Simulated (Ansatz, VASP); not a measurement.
## B in VASP and in Ansatz

```
B
1.0
     3.29578    0.00000    0.00000
     0.00000    3.29578    0.00000
     0.00000    0.00000    2.54447
B
4
Direct
  0.33849 0.00000 0.75000
  0.66151 0.00000 0.25000
  0.00000 0.33849 0.00000
  0.00000 0.66151 0.50000
```

Alike in both runs: task relaxation of cell and atoms; functional PBE; k mesh 6 × 6 × 6; occupations gaussian, width 0.1 eV; no spin polarisation.

|  | VASP | Ansatz |
| --- | --- | --- |
| version | VASP 6.6.1 | Ansatz 0.2.0 |
| potentials or method | VASP PAW PBE potentials, release 64 (B), cutoff 600 eV | scalar-relativistic, plane waves, PAW |
| valence electrons in the cell | 12 | 12 |

```tsv
	VASP	Ansatz	Ansatz less VASP
gap on the k mesh at the Fermi level, each at its own relaxed structure (eV)	none	none	-
relaxed volume (Å³/atom)	7.47	7.48	+0.012
relaxed cell length with the largest relative difference (Å)	3.998	4.003	+0.0047
```

A gap of «none» marks a metal or a gap that the smearing closes.

The k mesh is coarse, so the values compare programs but aren't converged.
